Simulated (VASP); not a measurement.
Set up this calculation in VASP 6.6.1, as the native input.

| Quantity | Value |
| --- | --- |
| Task | single point |
| Functional | PBE |
| Potentials or basis | VASP PAW PBE potentials, release 64 (W_sv, C) |
| Cutoff | 600 eV |
| k mesh | 13 × 13 × 12 |
| Occupations | methfessel-paxton, width 0.2 eV |
| Spin | no spin polarisation |
| Dipole correction | no |
| Further INCAR settings | ALGO = Normal; EDIFF = 1e-06; NBANDS = 16 |

The structure of WC lies in POSCAR:

```
WC
1.0
    2.9065000000      0.0000000000      0.0000000000
   -1.4532500000      2.5171028361      0.0000000000
    0.0000000000      0.0000000000      2.8366000000
W C
1 1
Direct
    0.0000000000      0.0000000000      0.0000000000
    0.6666666667      0.3333333333      0.5000000000
```

One way to write it, as run:

INCAR

```
PREC = Accurate
ENCUT = 600
EDIFF = 1E-6
ISMEAR = 1
SIGMA = 0.2
LREAL = F
LASPH = T
NELM = 120
ALGO = Normal
ISIF = 2
LWAVE = F
LCHARG = T
GGA = PE
LELF = T
LVHAR = T
NBANDS = 16
GGA_COMPAT = F
```

KPOINTS

```
Automatic mesh
0
Gamma
  13 13 12
```

Potentials or basis: VASP PAW PBE potentials, release 64 (W_sv, C).

Run with:

```sh
$ cat potpaw_PBE.64/W_sv/POTCAR potpaw_PBE.64/C/POTCAR > POTCAR
$ mpirun -np 1 vasp_std > vasp.out
```

Results of the run:

```json
{"Pressure": "6.6 GPa", "Band gap on the k mesh": "zero (bands 9 and 10 overlap by 1.27 eV)"}
```

Caveat: the cell stands under pressure; spin-orbit coupling is left out, which moves the levels of the heavy elements.

Run time: 25 s on 1 thread of Intel(R) Xeon(R) Platinum 8124M CPU @ 3.00GHz (Skylake/Cascade Lake), on a shared host, peak memory 0.18 GiB.
